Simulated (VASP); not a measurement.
# AlNi (P4/mmm) in VASP: further runs

Aim: see how the results for AlNi move with the level of theory and the settings. Levels: PBEsol, PBEsol+D3(BJ). Tasks: single point.

All numbers are computed with VASP 6.6.1; they aren't measurements. Logs are shortened: lines on timing, memory, paths and dates and some standing lists are left out, and cuts for length are marked.

## 1. The cell of the first run

The typed cell holds 2 atoms: a = 2.861 Å, b = 2.861 Å, c = 2.865 Å, α = 90.00°, β = 90.00°, γ = 90.00°.

## 2. Single point, PBEsol, collinear spin, ferromagnetic start

Contents of INCAR:

```
SYSTEM = AlNi
ALGO = Normal
EDIFF = 1E-6
ENCUT = 520
GGA = PS
ISIF = 2
ISMEAR = -1
ISPIN = 2
LASPH = .True.
LCHARG = .False.
LMAXMIX = 4
LORBIT = 11
LREAL = .False.
LWAVE = .False.
MAGMOM = 1 0
NBANDS = 18
NELM = 150
PREC = Accurate
SIGMA = 0.05
```

Contents of KPOINTS:

```
k-points
0
Gamma
  10 10 9
  0 0 0
```

Contents of POSCAR:

```
AlNi
1.0
    2.0227910381     -2.0227938856      0.0000000000
    2.0227910381      2.0227938856      0.0000000000
    0.0000000000      0.0000000000      2.8646419884
Ni Al
1 1
Direct
    0.5000000000      0.5000000000      0.5000000000
    0.0000000000      0.0000000000      0.0000000000
```

Potentials or basis: VASP PAW PBE potentials, release 64 (Ni, Al).

Started as:

```
cat potpaw_PBE.64/Ni/POTCAR potpaw_PBE.64/Al/POTCAR > POTCAR
mpirun -np 1 vasp_std > vasp.out
```

OUTCAR:

```text
SYSTEM = AlNi
   EDIFF = 1E-6
   ENCUT = 520
   GGA = PS
   ISIF = 2
   ISMEAR = -1
   ISPIN = 2
   LASPH = .True.
   LORBIT = 11
   LREAL = .False.
   NELM = 150
   PREC = Accurate

 ion  position               nearest neighbor table
   1  0.500  0.500  0.500-   2 2.48   2 2.48   2 2.48   2 2.48   2 2.48   2 2.48   2 2.48   2 2.48

   2  0.000  0.000  0.000-   1 2.48   1 2.48   1 2.48   1 2.48   1 2.48   1 2.48   1 2.48   1 2.48

  LATTYP: Found a simple tetragonal cell.
 ALAT       =     2.8606605334
 C/A-ratio  =     1.0013917957

  Lattice vectors:

 A1 = (   2.0227910381,  -2.0227938856,   0.0000000000)
 A2 = (   2.0227910381,   2.0227938856,   0.0000000000)
 A3 = (   0.0000000000,   0.0000000000,   2.8646419884)

Analysis of symmetry for initial positions (statically):
=====================================================================
 Subroutine PRICEL returns:
 Original cell was already a primitive cell.

 Routine SETGRP: Setting up the symmetry group for a
 simple tetragonal supercell.

 Subroutine GETGRP returns: Found 16 space group operations
 (whereof 16 operations were pure point group operations)
 out of a pool of 16 trial point group operations.

The static configuration has the point symmetry D_4h.

Analysis of symmetry for dynamics (positions and initial velocities):
=====================================================================
 Subroutine PRICEL returns:
 Original cell was already a primitive cell.

 Routine SETGRP: Setting up the symmetry group for a
 simple tetragonal supercell.

 Subroutine GETGRP returns: Found 16 space group operations
 (whereof 16 operations were pure point group operations)
 out of a pool of 16 trial point group operations.

The dynamic configuration has the point symmetry D_4h.

Analysis of structural, dynamic, and magnetic symmetry:
=====================================================================
 Subroutine PRICEL returns:
 Original cell was already a primitive cell.

 Routine SETGRP: Setting up the symmetry group for a
 simple tetragonal supercell.

 Subroutine GETGRP returns: Found 16 space group operations
 (whereof 16 operations were pure point group operations)
 out of a pool of 16 trial point group operations.

The overall configuration has the point symmetry D_4h.

 Subroutine INISYM returns: Found 16 space group operations
 (whereof 16 operations are pure point group operations),
 and found     1 'primitive' translations

----------------------------------------------------------------------------------------

                                     Primitive cell

  volume of cell :      23.4425

  direct lattice vectors                    reciprocal lattice vectors
[... 109 lines left out ...]
  Fermi-wavevector in a.u.,A,eV,Ry     =   1.344998  2.541678 24.613203  1.809019
  Thomas-Fermi vector in A             =   2.472946
   LORBIT       =     11    0 simple, 1 ext, 2 COOP (PROOUT), +10 PAW based schemes
   GGA     = PS    functional components
   LHFCALC =     F    Hartree Fock is set to
   AEXX    =    0.0000 exact exchange contribution
   IVDW    =     0    specifies the selected vdW correction
   LEPSILON=     F    determine dielectric tensor
   LRPA    =     F    only Hartree local field effects (RPA)
 spin polarized calculation
  energy-cutoff  :      520.00
  volume of cell :       23.44
 maximum number of plane-waves:       655
 NGX is ok and might be reduce to    24
   NGX = 11   NGY = 11   NGZ = 11

 number of electron      13.0000013 magnetization      -0.0002310

 number of electron      13.0000013 magnetization       0.0003152

 Free energy of the ion-electron system (eV)
  ---------------------------------------------------
  ext. energy  EPLUGINS =         0.00000000
  ---------------------------------------------------
  free energy    TOTEN  =       -11.58954238 eV

  energy without entropy =      -11.58319951  energy(sigma->0) =      -11.58637094

 E-fermi :  10.2038     XC(G=0): -12.2629

 val. band max:       10.2011752012   @ k =   0.3000   0.3000   0.4444
 cond. band min:      10.2045249969   @ k =   0.5000   0.3000   0.4444
 fundamental gap:      0.0033497957
 Fermi energy:        10.2038227457

 spin component 1

 k-point     1 :       0.0000    0.0000    0.0000
  band No.  band energies     occupation
      1      -1.1161      1.00000
      2       6.8256      1.00000
      3       6.8292      1.00000
      4       8.5754      1.00000
      5       8.5754      1.00000
      6       8.5811      1.00000
[... 493 lines left out ...]
     17      32.1437      0.00000
     18      34.6430      0.00000

 [... further k-points ...]

 spin component 2

 k-point     1 :       0.0000    0.0000    0.0000
  band No.  band energies     occupation
      1      -1.1162      1.00000
      2       6.8258      1.00000
      3       6.8293      1.00000
      4       8.5756      1.00000
      5       8.5756      1.00000
      6       8.5813      1.00000
[... 493 lines left out ...]
     17      32.1437      0.00000
     18      34.6430      0.00000

 [... further k-points ...]
[... 5 lines left out ...]
  --------------------------------------------------------------------------------------
  -------------------------------------------------------------------------------------
  Total        0.0107360      0.0107360      0.0212568      0.0000000     -0.0000000      0.0000000
  in kB        0.7337502      0.7337522      1.4527983      0.0000000     -0.0000000      0.0000000
  external PRESSURE =       0.9734336 kB  Pullay stress =       0.0000000 kB

 VOLUME and BASIS-vectors are now :
 -----------------------------------------------------------------------------
  energy-cutoff  :      520.00
  volume of cell :       23.44
      direct lattice vectors                 reciprocal lattice vectors
     2.022791038 -2.022793886  0.000000000     0.247183219 -0.247182871  0.000000000
     2.022791038  2.022793886  0.000000000     0.247183219  0.247182871  0.000000000
     0.000000000  0.000000000  2.864641988     0.000000000  0.000000000  0.349083761

 POSITION                                       TOTAL-FORCE (eV/Angst)
 -----------------------------------------------------------------------------------
      2.02279      0.00000      1.43232        -0.000000      0.000000      0.000000
      0.00000      0.00000      0.00000         0.000000     -0.000000      0.000000
 -----------------------------------------------------------------------------------
    total drift:                                0.000000     -0.000000     -0.000000

  FREE ENERGIE OF THE ION-ELECTRON SYSTEM (eV)
  ---------------------------------------------------
  free  energy   TOTEN  =       -11.5895423751 eV

  energy  without entropy=      -11.5831995136  energy(sigma->0) =      -11.58637094

 total charge

# of ion       s       p       d       tot
------------------------------------------
    1        0.489   0.537   8.487   9.513
    2        0.385   0.421   0.000   0.805
--------------------------------------------------
tot          0.874   0.958   8.487  10.319

 magnetization (x)

# of ion       s       p       d       tot
------------------------------------------
    1       -0.000  -0.000   0.000   0.000
    2        0.000   0.000   0.000   0.000
--------------------------------------------------
tot          0.000   0.000   0.000   0.000
```

stdout:

```text
POSCAR found type information on POSCAR NiAl
 POSCAR found :  2 types and       2 ions
 scaLAPACK will be used
 -----------------------------------------------------------------------------
|                                                                             |
|                                                                             |
|     You enforced a specific xc type in the INCAR file but a different       |
|     I HOPE YOU KNOW WHAT YOU ARE DOING!                                     |
|                                                                             |
 -----------------------------------------------------------------------------

 LDA part: xc-table for (Slater+PW92), standard interpolation
 POSCAR, INCAR and KPOINTS ok, starting setup
 FFT: planning ... GRIDC
 FFT: planning ... GRID_SOFT
 FFT: planning ... GRID
 WAVECAR not read
 entering main loop
```

Run time: 33 s. Hardware: 1 thread of Intel Xeon 6975P-C (Granite Rapids), shared host; peak memory 0.19 GiB.

Results:

* Free energy: -11.5895 eV
* Pressure: 0.1 GPa
* Net moment: 0.00 μB per cell
* Valence electrons inside the program's atomic spheres: Ni 9.51; Al 0.81

Caveat: the PAW data sets were made with another functional, which shifts forces and pressure a little.

## 3. Single point, PBEsol+D3(BJ), collinear spin, ferromagnetic start

This run uses another cell than the first one, of 11.34 Å³/atom, 0.968 times its volume.

Contents of INCAR:

```
SYSTEM = AlNi
PREC     = Accurate       ! precision mode
ENCUT    = 520            ! plane-wave cutoff, eV
EDIFF    = 1E-6           ! SCF threshold, eV
ISMEAR   = -1             ! smearing method
SIGMA    = 0.05           ! smearing width, eV
LREAL    = .False.        ! projectors in reciprocal space
LASPH    = .True.         ! aspherical terms in the spheres
NELM     = 150            ! most SCF steps
ALGO     = Normal         ! electronic algorithm
ISIF     = 2              ! what is computed and relaxed
LWAVE    = .False.        ! write WAVECAR
LCHARG   = .False.        ! write CHGCAR
ISPIN    = 2              ! spin polarisation
MAGMOM   = 1 0            ! initial moments
LORBIT   = 11             ! projections on sites
LMAXMIX  = 4              ! l up to which the mixer works
GGA      = PS             ! functional
IVDW     = 12             ! dispersion correction
NBANDS   = 18             ! bands
```

Contents of KPOINTS:

```
regular mesh
0
Gamma
  10 10 9
  0 0 0
```

Contents of POSCAR:

```
AlNi
1.0
    2.0028615445     -2.0028830408      0.0000000000
    2.0028615445      2.0028830408      0.0000000000
    0.0000000000      0.0000000000      2.8275097250
Ni Al
1 1
Direct
    0.5000000000      0.5000000000      0.5000000000
    0.0000000000      0.0000000000      0.0000000000
```

Potentials or basis: VASP PAW PBE potentials, release 64 (Ni, Al).

Started as:

```
cat potpaw_PBE.64/Ni/POTCAR potpaw_PBE.64/Al/POTCAR > POTCAR
mpirun -np 1 vasp_std > vasp.out
```

OUTCAR:

```text
SYSTEM = AlNi
   PREC = Accurate
   ENCUT = 520
   EDIFF = 1E-6
   ISMEAR = -1
   LREAL = .False.
   LASPH = .True.
   NELM = 150
   ISIF = 2
   ISPIN = 2
   LORBIT = 11
   GGA = PS
   IVDW = 12
 IVDW          = 12

 ion  position               nearest neighbor table
   1  0.500  0.500  0.500-   2 2.45   2 2.45   2 2.45   2 2.45   2 2.45   2 2.45   2 2.45   2 2.45

   2  0.000  0.000  0.000-   1 2.45   1 2.45   1 2.45   1 2.45   1 2.45   1 2.45   1 2.45   1 2.45

  LATTYP: Found a base centered orthorhombic cell.
 ALAT       =     4.0057230890
 B/A-ratio  =     1.0000107328
 C/A-ratio  =     0.7058674956

  Lattice vectors:

 A1 = (   2.0028615445,  -2.0028830408,   0.0000000000)
 A2 = (   2.0028615445,   2.0028830408,   0.0000000000)
 A3 = (   0.0000000000,   0.0000000000,   2.8275097250)

Analysis of symmetry for initial positions (statically):
=====================================================================
 Subroutine PRICEL returns:
 Original cell was already a primitive cell.

 Routine SETGRP: Setting up the symmetry group for a
 base centered orthorhombic supercell.

 Subroutine GETGRP returns: Found  8 space group operations
 (whereof  8 operations were pure point group operations)
 out of a pool of  8 trial point group operations.

The static configuration has the point symmetry D_2h.

Analysis of symmetry for dynamics (positions and initial velocities):
=====================================================================
 Subroutine PRICEL returns:
 Original cell was already a primitive cell.

 Routine SETGRP: Setting up the symmetry group for a
 base centered orthorhombic supercell.

 Subroutine GETGRP returns: Found  8 space group operations
 (whereof  8 operations were pure point group operations)
 out of a pool of  8 trial point group operations.

The dynamic configuration has the point symmetry D_2h.
[... 152 lines left out ...]

 number of electron      12.9999994 magnetization       0.0002479

 Free energy of the ion-electron system (eV)
  ---------------------------------------------------
  ext. energy  EPLUGINS =         0.00000000
  ---------------------------------------------------
  free energy    TOTEN  =       -11.57487779 eV

  energy without entropy =      -11.56872559  energy(sigma->0) =      -11.57180169

 E-fermi :  10.6535     XC(G=0): -12.4245

 val. band max:       10.6201373349   @ k =   0.5000   0.3000   0.4444
 cond. band min:      10.6563665654   @ k =  -0.3000   0.3000   0.4444
 fundamental gap:      0.0362292305
 Fermi energy:        10.6535264826

 spin component 1

 k-point     1 :       0.0000    0.0000    0.0000
  band No.  band energies     occupation
      1      -0.9144      1.00000
      2       7.1054      1.00000
      3       7.1089      1.00000
      4       8.9513      1.00000
      5       8.9528      1.00000
      6       8.9528      1.00000
[... 493 lines left out ...]
     17      33.2539      0.00000
     18      36.3687      0.00000

 [... further k-points ...]

 spin component 2

 k-point     1 :       0.0000    0.0000    0.0000
  band No.  band energies     occupation
      1      -0.9145      1.00000
      2       7.1055      1.00000
      3       7.1090      1.00000
      4       8.9514      1.00000
      5       8.9529      1.00000
      6       8.9529      1.00000
[... 493 lines left out ...]
     17      33.2539      0.00000
     18      36.3692      0.00000

 [... further k-points ...]

------------------------ aborting loop because EDIFF is reached ----------------------------------------

 Edisp (eV)   -0.86004

 E8    (eV) :    -0.5718

  FORCE on cell =-STRESS in cart. coord.  units (eV):
  Direction    XX          YY          ZZ          XY          YZ          ZX
  --------------------------------------------------------------------------------------
  -------------------------------------------------------------------------------------
  Total       0.00508     0.00467     0.01616     0.00000     0.00000     0.00000
  in kB       0.35856     0.32975     1.14152     0.00000     0.00000     0.00000
  external pressure =        0.61 kB  Pullay stress =        0.00 kB

 VOLUME and BASIS-vectors are now :
 -----------------------------------------------------------------------------
  energy-cutoff  :      520.00
  volume of cell :       22.69
      direct lattice vectors                 reciprocal lattice vectors
     2.002861544 -2.002883041  0.000000000     0.249642818 -0.249640139  0.000000000
     2.002861544  2.002883041  0.000000000     0.249642818  0.249640139  0.000000000
     0.000000000  0.000000000  2.827509725     0.000000000  0.000000000  0.353668103

 POSITION                                       TOTAL-FORCE (eV/Angst)
 -----------------------------------------------------------------------------------
      2.00286      0.00000      1.41375         0.000000      0.000000      0.000000
      0.00000      0.00000      0.00000        -0.000000     -0.000000      0.000000
 -----------------------------------------------------------------------------------
    total drift:                                0.000000     -0.000000     -0.000000

  FREE ENERGIE OF THE ION-ELECTRON SYSTEM (eV)
  ---------------------------------------------------
  free  energy   TOTEN  =       -12.4349172801 eV

  energy  without entropy=      -12.4287650847  energy(sigma->0) =      -12.43184118

 total charge

# of ion       s       p       d       tot
------------------------------------------
    1        0.503   0.568   8.504   9.574
    2        0.388   0.436   0.000   0.824
--------------------------------------------------
tot          0.891   1.004   8.504  10.399

 magnetization (x)

# of ion       s       p       d       tot
------------------------------------------
    1       -0.000  -0.000   0.000   0.000
    2        0.000   0.000   0.000   0.000
--------------------------------------------------
tot          0.000   0.000   0.000   0.000
```

OSZICAR:

```text
N       E                     dE             d eps       ncg     rms          rms(c)
DAV:   1     0.444597209028E+02    0.44460E+02   -0.52825E+03 11554   0.805E+02
DAV:   2    -0.105917940232E+02   -0.55052E+02   -0.48443E+02 12214   0.164E+02
DAV:   3    -0.131727285954E+02   -0.25809E+01   -0.25304E+01 13160   0.365E+01
DAV:   4    -0.132049616468E+02   -0.32233E-01   -0.32205E-01 13052   0.362E+00
DAV:   5    -0.132056407483E+02   -0.67910E-03   -0.67906E-03 12998   0.567E-01    0.136E+01
DAV:   6    -0.152978453331E+02   -0.20922E+01   -0.44917E+01 12708   0.806E+01    0.167E+01
DAV:   7    -0.116040971491E+02    0.36937E+01   -0.13350E+01 12872   0.467E+01    0.162E+00
DAV:   8    -0.115903580704E+02    0.13739E-01   -0.28496E-01 14458   0.507E+00    0.109E+00
DAV:   9    -0.115749432201E+02    0.15415E-01   -0.34670E-02 14352   0.187E+00    0.554E-01
DAV:  10    -0.115749700784E+02   -0.26858E-04   -0.95727E-04 15760   0.287E-01    0.176E-01
DAV:  11    -0.115748478433E+02    0.12224E-03   -0.73234E-04 14270   0.229E-01    0.804E-02
DAV:  12    -0.115748830645E+02   -0.35221E-04   -0.97294E-05 14488   0.875E-02    0.460E-02
DAV:  13    -0.115748780821E+02    0.49824E-05   -0.16304E-05 14738   0.472E-02    0.112E-02
DAV:  14    -0.115748777890E+02    0.29309E-06   -0.12784E-06  7086   0.118E-02
   1 F= -.12434917E+02 E0= -.12431841E+02  d E =-.615220E-02  mag=    -0.0000
```

stdout:

```text
POSCAR found type information on POSCAR NiAl
 POSCAR found :  2 types and       2 ions
 scaLAPACK will be used
 -----------------------------------------------------------------------------
|                                                                             |
|                                                                             |
|     You enforced a specific xc type in the INCAR file but a different       |
|     I HOPE YOU KNOW WHAT YOU ARE DOING!                                     |
|                                                                             |
 -----------------------------------------------------------------------------

 LDA part: xc-table for (Slater+PW92), standard interpolation
 POSCAR, INCAR and KPOINTS ok, starting setup
 FFT: planning ... GRIDC
 FFT: planning ... GRID_SOFT
 FFT: planning ... GRID
 WAVECAR not read
 entering main loop
```

It took 47 s on 1 thread of Intel Xeon 6975P-C (Granite Rapids), shared host; peak memory 0.23 GiB.

What came out:

* Free energy: -12.4349 eV
* Pressure: 0.1 GPa
* Net moment: 0.00 μB per cell
* Valence electrons inside the program's atomic spheres: Ni 9.57; Al 0.82
* Dispersion energy per atom: -0.430 eV

Caveat: the PAW data sets were made with another functional, which shifts forces and pressure a little; pairwise dispersion overbinds metals, which lowers pressure and volume.
